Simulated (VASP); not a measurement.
Na4Bi, 5 atoms in the cell. Symmetry: Im-3m, No. 229, cubic system. Conventional cell: a = 7.415 Å, b = 7.415 Å, c = 7.415 Å, α = 90.00°, β = 90.00°, γ = 90.00°. Na (site symmetry -3m) has 2 Bi at 3.21 Å and 6 Na at 3.71 Å within 4.2 Å. Bi (site symmetry m-3m) has 8 Na at 3.21 Å within 4.2 Å. 

| Quantity | Value |
| --- | --- |
| Program | VASP 6.6.1 |
| Task | single point |
| Functional | PBE |
| Potentials or basis | VASP PAW PBE potentials, release 64 (Na_pv, Bi_d) |
| Cutoff | 520 eV |
| k mesh | 8 × 8 × 8 |
| Occupations | fermi-dirac, width 0.15 eV |
| Spin | no spin polarisation |
| Dipole correction | no |
| Further INCAR settings | ALGO = Fast; EDIFF = 1e-07; NBANDS = 30 |

Potentials or basis: VASP PAW PBE potentials, release 64 (Na_pv, Bi_d).

Command:

```sh
$ cat potpaw_PBE.64/Na_pv/POTCAR potpaw_PBE.64/Bi_d/POTCAR > POTCAR
$ mpirun -np 1 vasp_std > vasp.out
```

Hardware: 1 thread of Intel(R) Xeon(R) 6975P-C (Granite Rapids), with other jobs on the host.

Estimate the wall time of this run.

It took 110 s on 1 thread of Intel(R) Xeon(R) 6975P-C (Granite Rapids) (shared host), peak memory 0.41 GiB. Counts: scf iterations 16, k points 29.
